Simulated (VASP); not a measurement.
# HfN (P6_3/mmc) in VASP: further runs

HfN is run at these levels: PBEsol; tasks: single point.

Everything below comes from runs of VASP 6.6.1. Logs are shortened: lines on timing, memory, paths and dates and some standing lists are left out, and cuts for length are marked.

### Step 1. The cell of the first run

The structure is hexagonal, space group P6_3/mmc (No. 194). Conventional cell: a = 3.034 Å, b = 3.034 Å, c = 5.553 Å, α = 90.00°, β = 90.00°, γ = 120.00°. Hf (site symmetry -6m2) has 6 N at 2.23 Å within 3.0 Å. Within 3.0 Å of N (site symmetry -3m) lie 6 Hf at 2.23 Å and 2 N at 2.78 Å.

### Step 2. Single point, PBEsol (strain -0.030 along x and y, +0.030 along z)

The input, INCAR:

```
ALGO = Normal
EDIFF = 1E-6
ENCUT = 520
GGA = PS
ISIF = 2
ISMEAR = 0
LASPH = T
LCHARG = F
LREAL = F
LWAVE = F
NBANDS = 23
NELM = 60
PREC = Accurate
SIGMA = 0.15
```

The input, KPOINTS:

```
k-points
0
Gamma
  18 18 10
```

The input, POSCAR:

```
HfN
1.0
    3.0338760871      0.0000000000      0.0000000000
   -1.5169380436      2.6274137633      0.0000000000
    0.0000000000      0.0000000000      5.5526640095
Hf N
2 2
Direct
    0.6666666667      0.3333333333      0.7500000000
    0.3333333333      0.6666666667      0.2500000000
    0.0000000000      0.0000000000      0.0000000000
    0.0000000000      0.0000000000      0.5000000000
```

Potentials or basis: VASP PAW PBE potentials, release 64 (Hf_pv, N).

Started as:

```bash
$ cat potpaw_PBE.64/Hf_pv/POTCAR potpaw_PBE.64/N/POTCAR > POTCAR
$ mpirun -np 1 vasp_std > vasp.out
```

OUTCAR:

```text
EDIFF = 1E-6
   ENCUT = 520
   GGA = PS
   ISIF = 2
   ISMEAR = 0
   LASPH = T
   LREAL = F
   NELM = 60
   PREC = Accurate

 ion  position               nearest neighbor table
   1  0.667  0.333  0.750-   3 2.23   4 2.23   3 2.23   4 2.23   3 2.23   4 2.23   2 3.28   2 3.28
                             2 3.28   2 3.28   2 3.28   2 3.28
   2  0.333  0.667  0.250-   3 2.23   4 2.23   3 2.23   4 2.23   3 2.23   4 2.23   1 3.28   1 3.28
                             1 3.28   1 3.28   1 3.28   1 3.28
   3  0.000  0.000  0.000-   1 2.23   2 2.23   2 2.23   1 2.23   1 2.23   2 2.23
   4  0.000  0.000  0.500-   1 2.23   2 2.23   2 2.23   1 2.23   1 2.23   2 2.23

  LATTYP: Found a hexagonal cell.
 ALAT       =     3.0338760871
 C/A-ratio  =     1.8302210934

  Lattice vectors:

 A1 = (   3.0338760871,   0.0000000000,   0.0000000000)
 A2 = (  -1.5169380436,   2.6274137633,   0.0000000000)
 A3 = (   0.0000000000,   0.0000000000,   5.5526640095)

Analysis of symmetry for initial positions (statically):
=====================================================================
 Subroutine PRICEL returns:
 Original cell was already a primitive cell.

 Routine SETGRP: Setting up the symmetry group for a
 hexagonal supercell.

 Subroutine GETGRP returns: Found 24 space group operations
 (whereof 12 operations were pure point group operations)
 out of a pool of 24 trial point group operations.

The static configuration has the point symmetry D_3d.
 The point group associated with its full space group is D_6h.

Analysis of symmetry for dynamics (positions and initial velocities):
=====================================================================
 Subroutine PRICEL returns:
 Original cell was already a primitive cell.

 Routine SETGRP: Setting up the symmetry group for a
 hexagonal supercell.

 Subroutine GETGRP returns: Found 24 space group operations
 (whereof 12 operations were pure point group operations)
 out of a pool of 24 trial point group operations.

The dynamic configuration has the point symmetry D_3d.
 The point group associated with its full space group is D_6h.

 Subroutine INISYM returns: Found 24 space group operations
 (whereof 12 operations are pure point group operations),
 and found     1 'primitive' translations

----------------------------------------------------------------------------------------

                                     Primitive cell

  volume of cell :      44.2617

  direct lattice vectors                    reciprocal lattice vectors
     3.033876087  0.000000000  0.000000000     0.329611352  0.190301203  0.000000000
    -1.516938044  2.627413763  0.000000000     0.000000000  0.380602406  0.000000000
     0.000000000  0.000000000  5.552664009     0.000000000  0.000000000  0.180093735

  length of vectors
     3.033876087  3.033876087  5.552664009     0.380602406  0.380602406  0.180093735

  position of ions in fractional coordinates (direct lattice)
     0.666666667  0.333333333  0.750000000
     0.333333333  0.666666667  0.250000000
     0.000000000  0.000000000  0.000000000
     0.000000000  0.000000000  0.500000000

  ion indices of the primitive-cell ions
   primitive index   ion index
                 1           1
                 2           2
                 3           3
                 4           4

----------------------------------------------------------------------------------------

 KPOINTS: k-points

Automatic generation of k-mesh.
 Grid dimensions read from file:
 generate k-points for:   18   18   10

 Generating k-lattice:

  Cartesian coordinates                     Fractional coordinates (reciprocal lattice)
     0.018311742  0.010572289  0.000000000     0.055555556  0.000000000  0.000000000
     0.000000000  0.021144578  0.000000000     0.000000000  0.055555556  0.000000000
     0.000000000  0.000000000  0.018009373     0.000000000  0.000000000  0.100000000

  Length of vectors
     0.021144578  0.021144578  0.018009373

  Shift w.r.t. Gamma in fractional coordinates (k-lattice)
     0.000000000  0.000000000  0.000000000

 Subroutine IBZKPT returns following result:
 ===========================================

 Found    222 irreducible k-points:

 Following reciprocal coordinates:
            Coordinates               Weight
  0.000000  0.000000  0.000000      1.000000
  0.055556  0.000000  0.000000      6.000000
  0.111111  0.000000  0.000000      6.000000
  0.166667 -0.000000  0.000000      6.000000
  0.222222  0.000000  0.000000      6.000000
  0.277778  0.000000  0.000000      6.000000
[... 16 lines left out ...]
  0.333333  0.111111  0.000000     12.000000
  0.388889  0.111111  0.000000     12.000000
 [... further k-points ...]
   k-points           NKPTS =    222   k-points in BZ     NKDIM =    222   number of bands    NBANDS=     23
   number of dos      NEDOS =    301   number of ions     NIONS =      4
   total plane-waves  NPLWV =  24192
   dimension x,y,z NGX =    24 NGY =   24 NGZ =   42
   dimension x,y,z NGXF=    48 NGYF=   48 NGZF=   84
   ions per type =               2   2
   NGX,Y,Z   is equivalent  to a cutoff of  13.15, 13.15, 12.57 a.u.
   NGXF,Y,Z  is equivalent  to a cutoff of  26.30, 26.30, 25.15 a.u.
 SYSTEM =  unknown system
   PREC   = accura    normal or accurate (medium, high low for compatibility)
   ISTART =      0    job   : 0-new  1-cont  2-samecut
   ICHARG =      2    charge: 1-file 2-atom 10-const
   ISPIN  =      1    spin polarized calculation?
   LNONCOLLINEAR =      F non collinear calculations
   LSORBIT =      F    spin-orbit coupling
   LASPH  =      T    aspherical Exc in radial PAW
   ENCUT  =  520.0 eV  38.22 Ry    6.18 a.u.   5.64  5.64 10.32*2*pi/ulx,y,z
   NELM   =     60;   NELMIN=  2; NELMDL= -5     # of ELM steps
   EDIFF  = 0.1E-05   stopping-criterion for ELM
   LREAL  =      F    real-space projection
   EDIFFG = 0.1E-04   stopping-criterion for IOM
   NSW    =      0    number of steps for IOM
   IBRION =     -1    ionic relax: 0-MD 1-quasi-New 2-CG
   NFREE  =      0    steps in history (QN), initial steepest desc. (CG)
   ISIF   =      2    stress and relaxation
   ISYM   =      2    0-nonsym 1-usesym 2-fastsym
   POTIM  = 0.5000    time-step for ionic-motion
   TEBEG  =    0.0;   TEEND  =   0.0 temperature during run
   PSTRESS=    0.0 pullay stress
   NELECT =      30.0000    total number of electrons
   NUPDOWN=      -1.0000    fix difference up-down
   EMIN   =  10.00;   EMAX   =-10.00  energy-range for DOS
   EFERMI =   0.00;   METHOD = LEGACY
   ISMEAR =     0;   SIGMA  =   0.15  broadening in eV -4-tet -1-fermi 0-gaus
   EFERMI_NEDOS =   21; number of points for ismear=-14 and -15
   IALGO  =     38    algorithm
   IMIX   =      4    mixing-type and parameters
     AMIX     =   0.40;   BMIX     =  1.00
     AMIX_MAG =   1.60;   BMIX_MAG =  1.00
  volume/ion in A,a.u.               =      11.07        74.67
  Fermi-wavevector in a.u.,A,eV,Ry     =   1.438046  2.717512 28.136513  2.067975
  Thomas-Fermi vector in A             =   2.557056
   LORBIT       =      0    0 simple, 1 ext, 2 COOP (PROOUT), +10 PAW based schemes
   GGA     = PS    functional components
   LHFCALC =     F    Hartree Fock is set to
   AEXX    =    0.0000 exact exchange contribution
   IVDW    =     0    specifies the selected vdW correction
   LEPSILON=     F    determine dielectric tensor
   LRPA    =     F    only Hartree local field effects (RPA)
 non-spin polarized calculation
 Gauss-broadening in eV      SIGMA  =   0.15
  energy-cutoff  :      520.00
  volume of cell :       44.26
 maximum number of plane-waves:      1220
 NGX is ok and might be reduce to    24
   NGX = 11   NGY = 11   NGZ = 21

 number of electron      29.9999994 magnetization

 Free energy of the ion-electron system (eV)
  ---------------------------------------------------
  ext. energy  EPLUGINS =         0.00000000
  ---------------------------------------------------
  free energy    TOTEN  =       -45.70759493 eV

  energy without entropy =      -45.69567172  energy(sigma->0) =      -45.70163333

 E-fermi :   7.9820     XC(G=0): -13.1160

 val. band max:        7.9702771621   @ k =   0.4444   0.1111   0.5000
 cond. band min:       7.9854425185   @ k =   0.1667  -0.0000   0.4000
 fundamental gap:      0.0151653565
 Fermi energy:         7.9820333449

 k-point     1 :       0.0000    0.0000    0.0000
  band No.  band energies     occupation
      1     -23.4666      2.00000
      2     -22.5635      2.00000
      3     -22.3400      2.00000
      4     -22.3400      2.00000
      5     -22.2931      2.00000
      6     -22.2931      2.00000
[... 15 lines left out ...]
     22      13.5591      0.00000
     23      13.5591      0.00000

 k-point     2 :       0.0556    0.0000    0.0000
  band No.  band energies     occupation
      1     -23.4531      2.00000
      2     -22.5627      2.00000
      3     -22.3769      2.00000
      4     -22.3509      2.00000
      5     -22.3294      2.00000
      6     -22.2971      2.00000
[... 15 lines left out ...]
     22      13.4285      0.00000
     23      13.5593      0.00000

 k-point     3 :       0.1111    0.0000    0.0000
  band No.  band energies     occupation
      1     -23.4137      2.00000
      2     -22.5609      2.00000
      3     -22.4845      2.00000
      4     -22.4297      2.00000
      5     -22.3802      2.00000
      6     -22.3105      2.00000
[... 15 lines left out ...]
     22      13.0989      0.00000
     23      13.5695      0.00000
[... 495 lines left out ...]
 k-point    23 :       0.3333    0.1111    0.0000
  band No.  band energies     occupation
      1     -23.3598      2.00000
      2     -23.1886      2.00000
      3     -22.9715      2.00000
      4     -22.6724      2.00000
      5     -22.6102      2.00000
      6     -22.5369      2.00000
[... 15 lines left out ...]
     22      15.0424      0.00000
     23      15.4334      0.00000

 k-point    24 :       0.3889    0.1111    0.0000
  band No.  band energies     occupation
      1     -23.4436      2.00000
      2     -23.2552      2.00000
      3     -22.9033      2.00000
      4     -22.7056      2.00000
      5     -22.6370      2.00000
      6     -22.5588      2.00000
[... 15 lines left out ...]
     22      15.1338      0.00000
     23      15.9240      0.00000

 [... further k-points ...]

------------------------ aborting loop because EDIFF is reached ----------------------------------------

  FORCE on cell =-STRESS in cart. coord.  units (eV):
  Direction    XX          YY          ZZ          XY          YZ          ZX
  --------------------------------------------------------------------------------------
  -------------------------------------------------------------------------------------
  Total        4.3918607      4.3918607     -2.8304257     -0.0000000      0.0000000     -0.0000000
  in kB      158.9759515    158.9759515   -102.4553480     -0.0000000      0.0000000     -0.0000000
  external PRESSURE =      71.8321850 kB  Pullay stress =       0.0000000 kB

 VOLUME and BASIS-vectors are now :
 -----------------------------------------------------------------------------
  energy-cutoff  :      520.00
  volume of cell :       44.26
      direct lattice vectors                 reciprocal lattice vectors
     3.033876087  0.000000000  0.000000000     0.329611352  0.190301203  0.000000000
    -1.516938044  2.627413763  0.000000000     0.000000000  0.380602406  0.000000000
     0.000000000  0.000000000  5.552664009     0.000000000  0.000000000  0.180093735

 POSITION                                       TOTAL-FORCE (eV/Angst)
 -----------------------------------------------------------------------------------
      1.51694      0.87580      4.16450        -0.000000      0.000000      0.000000
     -0.00000      1.75161      1.38817         0.000000     -0.000000      0.000000
      0.00000      0.00000      0.00000         0.000000      0.000000      0.000000
      0.00000      0.00000      2.77633         0.000000      0.000000      0.000000
 -----------------------------------------------------------------------------------
    total drift:                                0.000000     -0.000000      0.000000

  FREE ENERGIE OF THE ION-ELECTRON SYSTEM (eV)
  ---------------------------------------------------
  free  energy   TOTEN  =       -45.7075949310 eV

  energy  without entropy=      -45.6956717234  energy(sigma->0) =      -45.70163333
```

Run time: 91 s. Hardware: 1 thread of AMD EPYC 9R45 (Zen 5), shared host; peak memory 0.28 GiB.

Results:

```yaml
Free_energy: -45.7076 eV
Pressure: 7.2 GPa
Band_gap_on_the_k_mesh: zero (band 15 reaches 9.67 eV, above the bottom of band 16 at 7.43 eV)
```

Caveat: the cell differs from its parent crystal (strain -0.030 along x and y, +0.030 along z); the PAW data sets were made with another functional, which shifts forces and pressure a little; spin-orbit coupling is left out, which moves the levels of the heavy elements.

(Part 1 of 2 ends here.)
